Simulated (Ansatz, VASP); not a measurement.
**AlSn in VASP and in Ansatz**

File INCAR:

```
SYSTEM = AlSn
ALGO = Normal
EDIFF = 1E-7
EDIFFG = -0.005
ENCUT = 600
GGA = PS
IBRION = 2
ISIF = 3
ISMEAR = -1
LASPH = .TRUE.
LCHARG = .FALSE.
LREAL = .FALSE.
LWAVE = .FALSE.
NELM = 100
NSW = 32
PREC = Accurate
SIGMA = 0.05
```

File KPOINTS:

```
k-points
0
G
  11 11 12
  0 0 0
```

The input POSCAR:

```
AlSn
1.0
    4.2122485707      0.0000000000      0.0000000000
   -2.1061242853      3.6479142693      0.0000000000
    0.0000000000      0.0000000000      3.1719548515
Al Sn
1 1
Direct
    0.0000000000      0.0000000000      0.0000000000
    0.3333333333      0.6666666667      0.5000000000
```

Input for Ansatz:

```yaml
crystal:
  lattice:
    - [4.2122485707, 0.0, 0.0]
    - [-2.1061242853, 3.6479142693, 0.0]
    - [0.0, 0.0, 3.1719548515]
  atoms:
    - { symbol: Al, position: [0.0, 0.0, 0.0] }
    - { symbol: Sn, position: [0.3333333333, 0.6666666667, 0.5] }
kpoints:
  mp_grid: { grid: [11, 11, 12] }
scf:
  occupations: { method: fermi_dirac, width: 0.05 }
hamiltonian:
  xc: pbesol
  pseudopotentials: { kind: all_electron, lapw: { basis_error: 0.0005 } }
output:
  forces: true
  stress: true
  eigenvalues: true
relax:
  f_tol: 0.005
  max_steps: 12
  cell: {}
```

Alike in both runs: task relaxation of cell and atoms; functional PBEsol; k mesh 11 × 11 × 12; occupations fermi-dirac, width 0.05 eV; no spin polarisation.

```csv
,VASP,Ansatz
version,VASP 6.6.1,Ansatz 0.2.0
potentials or method,"VASP PAW PBE potentials, release 64 (Al, Sn_d), cutoff 600 eV","all-electron LAPW, scalar-relativistic"
```

|  | VASP | Ansatz | Ansatz less VASP |
| --- | --- | --- | --- |
| relaxed volume (Å³/atom) | 24.36 | 24.37 | +0.009 |
| relaxed length of the cell vector where the two differ most in proportion (Å) | 4.211 | 4.212 | +0.0010 |

VASP's potentials were made for PBE, not for PBEsol. Ansatz ran all-electron here, and VASP with PAW potentials.
